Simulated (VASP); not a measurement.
# Mg3Cd2Te5 (I-4m2) in VASP: notebook, part 2 of 2

VASP 6.6.1. Earlier steps stand in the parts before.

### Step 3. Single point, PBE

This run uses another cell than the first one, of 27.18 Å³/atom.

Contents of INCAR:

```
SYSTEM = Mg3Cd2Te5
  ALGO = Normal
  EDIFF = 1E-6
  ENCUT = 520
  GGA = PE
  ISIF = 2
  ISMEAR = 0
  LASPH = .TRUE.
  LCHARG = .TRUE.
  LELF = .TRUE.
  LREAL = .FALSE.
  LVHAR = .TRUE.
  LWAVE = .FALSE.
  NBANDS = 41
  NELM = 60
  PREC = Accurate
  SIGMA = 0.1
```

Contents of KPOINTS:

```
k-points
0
G
  6 6 6
  0 0 0
```

Contents of POSCAR:

```
Mg3Cd2Te5
1.0
   -2.1260954800      2.1260954800     15.0337653200
    2.1260954800     -2.1260954800     15.0337653200
    2.1260954800      2.1260954800    -15.0337653200
Mg Cd Te
3 2 5
Direct
    0.1000000000      0.1000000000      0.0000000000
    0.5000000000      0.5000000000      0.0000000000
    0.9000000000      0.9000000000      0.0000000000
    0.7000000000      0.7000000000      0.0000000000
    0.3000000000      0.3000000000      0.0000000000
    0.0500000000      0.5500000000      0.5000000000
    0.4500000000      0.9500000000      0.5000000000
    0.8500000000      0.3500000000      0.5000000000
    0.2500000000      0.7500000000      0.5000000000
    0.6500000000      0.1500000000      0.5000000000
```

Potentials or basis: VASP PAW PBE potentials, release 64 (Mg, Cd, Te).

Started as:

```console
$ cat potpaw_PBE.64/Mg/POTCAR potpaw_PBE.64/Cd/POTCAR potpaw_PBE.64/Te/POTCAR > POTCAR
$ mpirun -np 1 vasp_std > vasp.out
```

OUTCAR:

```text
SYSTEM = Mg3Cd2Te5
   EDIFF = 1E-6
   ENCUT = 520
   GGA = PE
   ISIF = 2
   ISMEAR = 0
   LASPH = .TRUE.
   LREAL = .FALSE.
   NELM = 60
   PREC = Accurate

 ion  position               nearest neighbor table
   1  0.100  0.100  0.000-  10 2.60  10 2.60   6 2.60   6 2.60
   2  0.500  0.500  0.000-   7 2.60   6 2.60   6 2.60   7 2.60
   3  0.900  0.900  0.000-   8 2.60   8 2.60   7 2.60   7 2.60
[... 1280 lines left out ...]
  Total       27.3741429     27.3741429     27.2120551      0.0000000      0.0000000      0.0000000
  in kB      161.3458601    161.3458601    160.3904989      0.0000000      0.0000000      0.0000000
  external PRESSURE =     161.0274063 kB  Pullay stress =       0.0000000 kB

 VOLUME and BASIS-vectors are now :
 -----------------------------------------------------------------------------
  energy-cutoff  :      520.00
  volume of cell :      271.83
      direct lattice vectors                 reciprocal lattice vectors
    -2.126095480  2.126095480 15.033765320     0.000000000  0.235172881  0.033258468
     2.126095480 -2.126095480 15.033765320     0.235172881  0.000000000  0.033258468
     2.126095480  2.126095480-15.033765320     0.235172881  0.235172881  0.000000000

 POSITION                                       TOTAL-FORCE (eV/Angst)
 -----------------------------------------------------------------------------------
      0.00000      0.00000      3.00675        -0.000000     -0.000000      0.006104
      0.00000      0.00000     15.03377        -0.000000     -0.000000      0.000000
      0.00000      0.00000     27.06078        -0.000000     -0.000000     -0.006104
      0.00000      0.00000     21.04727        -0.000000     -0.000000      0.002290
      0.00000      0.00000      9.02026        -0.000000     -0.000000     -0.002290
      2.12610      0.00000      1.50338        -0.000000     -0.000000      0.012937
      2.12610      0.00000     13.53039        -0.000000     -0.000000     -0.012937
      0.00000      2.12610     10.52364         0.000000      0.000000      0.826221
      2.12610      0.00000      7.51688        -0.000000     -0.000000      0.000000
      0.00000      2.12610      4.51013         0.000000      0.000000     -0.826221
 -----------------------------------------------------------------------------------
    total drift:                               -0.000001      0.000001     -0.000000

  FREE ENERGIE OF THE ION-ELECTRON SYSTEM (eV)
  ---------------------------------------------------
  free  energy   TOTEN  =       -25.5835036588 eV

  energy  without entropy=      -25.5835036588  energy(sigma->0) =      -25.58350366
```

OSZICAR:

```text
N       E                     dE             d eps       ncg     rms          rms(c)
DAV:   1     0.334934672553E+03    0.33493E+03   -0.24403E+04  2460   0.123E+03
DAV:   2    -0.454427517027E+01   -0.33948E+03   -0.32623E+03  2905   0.254E+02
DAV:   3    -0.262886776305E+02   -0.21744E+02   -0.21629E+02  2945   0.637E+01
DAV:   4    -0.266753304313E+02   -0.38665E+00   -0.38640E+00  3116   0.832E+00
DAV:   5    -0.266815820626E+02   -0.62516E-02   -0.62513E-02  3036   0.110E+00    0.138E+01
DAV:   6    -0.256889973965E+02    0.99258E+00   -0.18265E+00  3006   0.110E+01    0.104E+01
DAV:   7    -0.256099359735E+02    0.79061E-01   -0.18338E+00  2901   0.555E+00    0.235E+00
DAV:   8    -0.255888300149E+02    0.21106E-01   -0.22401E-01  2724   0.360E+00    0.200E+00
DAV:   9    -0.255841219145E+02    0.47081E-02   -0.29225E-02  2902   0.847E-01    0.665E-01
DAV:  10    -0.255832382610E+02    0.88365E-03   -0.75801E-03  2931   0.578E-01    0.142E-01
DAV:  11    -0.255833857187E+02   -0.14746E-03   -0.98475E-04  2725   0.159E-01    0.101E-01
DAV:  12    -0.255834721032E+02   -0.86384E-04   -0.13066E-04  3108   0.445E-02    0.540E-02
DAV:  13    -0.255835036639E+02   -0.31561E-04   -0.43075E-05  2704   0.410E-02    0.187E-02
DAV:  14    -0.255835036588E+02    0.50532E-08   -0.29616E-06  2806   0.881E-03
   1 F= -.25583504E+02 E0= -.25583504E+02  d E =-.301407E-12
```

Wall time 54 min (1 thread of Intel Xeon 6975P-C (Granite Rapids), shared host); peak memory 2.5 GiB.

Results:

* Free energy: -25.5835 eV
* Pressure: 16.1 GPa
* Largest force: 0.826 eV/Å
* Band gap on the k mesh: 2.08 eV (least direct gap 2.18 eV)

Forces on the atoms (eV/Å):
```
Mg   0.000  0.000  0.006
Mg   0.000  0.000  0.000
Mg   0.000  0.000 -0.006
Cd   0.000  0.000  0.002
Cd   0.000  0.000 -0.002
Te   0.000  0.000  0.013
Te   0.000  0.000 -0.013
Te   0.000  0.000  0.826
Te   0.000  0.000  0.000
Te   0.000  0.000 -0.826
```

Stress tensor (GPa, compression positive):
```
16.13  0.00  0.00
 0.00 16.13  0.00
 0.00  0.00 16.04
```

Levels at points of the mesh, in eV from the valence-band top:
```tsv
k point	band 26	band 27	band 28	band 29	band 30	band 31	band 32	band 33	band 34	band 35
(0.00, 0.00, 0.00)	-1.09	-1.09	-0.08	0.00	0.00	2.20	2.42	2.53	3.06	3.15
(0.50, 0.00, 0.00)	-1.12	-1.02	-0.91	-0.80	-0.72	2.81	3.17	3.64	4.00	4.03
(0.50, 0.50, 0.00)	-2.40	-2.39	-2.32	-2.19	-2.18	2.08	2.48	2.84	2.89	3.48
(0.50, 0.50, 0.50)	-0.73	-0.73	-0.53	-0.09	-0.09	2.10	2.80	2.92	3.06	3.07
```

Caveat: the cell stands under pressure; spin-orbit coupling is left out, which moves the levels of the heavy elements. A k mesh can miss the band edges.

### Step 4. Single point, PBE

This run uses another cell than the first one, of 34.89 Å³/atom.

Contents of INCAR:

```
SYSTEM = Mg3Cd2Te5
PREC = Accurate
ENCUT = 520
EDIFF = 1E-6
ISMEAR = 0
SIGMA = 0.1
LREAL = .False.
LASPH = .True.
NELM = 60
ALGO = Normal
ISIF = 2
LWAVE = .False.
LCHARG = .True.
GGA = PE
LELF = .True.
LVHAR = .True.
NBANDS = 41
```

Contents of KPOINTS:

```
Automatic mesh
0
Gamma
  6 6 6
  0 0 0
```

Contents of POSCAR:

```
Mg3Cd2Te5
1.0
   -2.3129539500      2.3129539500     16.3051893993
    2.3129539500     -2.3129539500     16.3051893993
    2.3129539500      2.3129539500    -16.3051893993
Mg Cd Te
3 2 5
Direct
    0.0986299718      0.0986299718      0.0000000000
    0.5000000000      0.5000000000      0.0000000000
    0.9013700282      0.9013700282      0.0000000000
    0.6989764882      0.6989764882      0.0000000000
    0.3010235118      0.3010235118      0.0000000000
    0.0493242733      0.5493242733      0.5000000000
    0.4506757267      0.9506757267      0.5000000000
    0.8523818603      0.3523818603      0.5000000000
    0.2500000000      0.7500000000      0.5000000000
    0.6476181397      0.1476181397      0.5000000000
```

Started as:

```console
$ cat potpaw_PBE.64/Mg/POTCAR potpaw_PBE.64/Cd/POTCAR potpaw_PBE.64/Te/POTCAR > POTCAR
$ mpirun -np 1 vasp_std > vasp.out
```

Wall time 64 min (1 thread of Intel Xeon 6975P-C (Granite Rapids), shared host); peak memory 3 GiB.

It converged, with:

```yaml
Free_energy: -28.8137 eV
Pressure: 0.3 GPa
Largest_force: 0.025 eV/Å
Band_gap_on_the_k_mesh: 1.48 eV
```

Forces in eV/Å, atoms in the order of the input:
```
Mg   0.000  0.000 -0.003
Mg   0.000  0.000  0.000
Mg   0.000  0.000  0.003
Cd   0.000  0.000 -0.012
Cd   0.000  0.000  0.012
Te   0.000  0.000 -0.001
Te   0.000  0.000  0.001
Te   0.000  0.000  0.025
Te   0.000  0.000  0.000
Te   0.000  0.000 -0.025
```

Levels at points of the mesh, in eV from the valence-band top:
```csv
k point,band 28,band 29,band 30,band 31,band 32,band 33
"(0.00, 0.00, 0.00)",-0.07,0.00,0.00,1.48,2.76,3.02
"(0.50, 0.00, 0.00)",-0.59,-0.47,-0.42,2.38,2.61,3.21
"(0.50, 0.50, 0.00)",-1.53,-1.45,-1.44,2.71,2.97,3.04
"(0.50, 0.50, 0.50)",-0.42,-0.06,-0.06,1.96,2.56,2.72
```

Caveat: spin-orbit coupling is left out, which moves the levels of the heavy elements. A k mesh can miss the band edges.

### Step 5. Overview

```tsv
cell	k mesh	gap on the mesh (eV)	pressure (GPa)	largest force (eV/Å)
a = 4.639, b = 4.639, c = 16.673 Å, angles 98.0, 98.0, 90.0°, 10 atoms, atomic positions A	4 × 4 × 4	1.44	0.1	0.03
a = 15.331 Å, angles 164.1, 164.1, 22.6°, 10 atoms, atomic positions B	6 × 6 × 6	2.08	16.1	0.83
a = 16.630 Å, angles 164.0, 164.0, 22.7°, 10 atoms, atomic positions C	6 × 6 × 6	1.48	0.3	0.02
```

Alike in all rows: task single point; level PBE; potentials or basis VASP PAW PBE potentials, release 64 (Mg, Cd, Te); no spin polarisation; cutoff (eV) 520; smearing gaussian 0.1 eV.

Caveats: spin-orbit coupling is left out, which moves the levels of the heavy elements; the cell stands under pressure (at least some runs).

Total energies depend on the potentials used, so only differences within one code and one set of settings carry meaning.
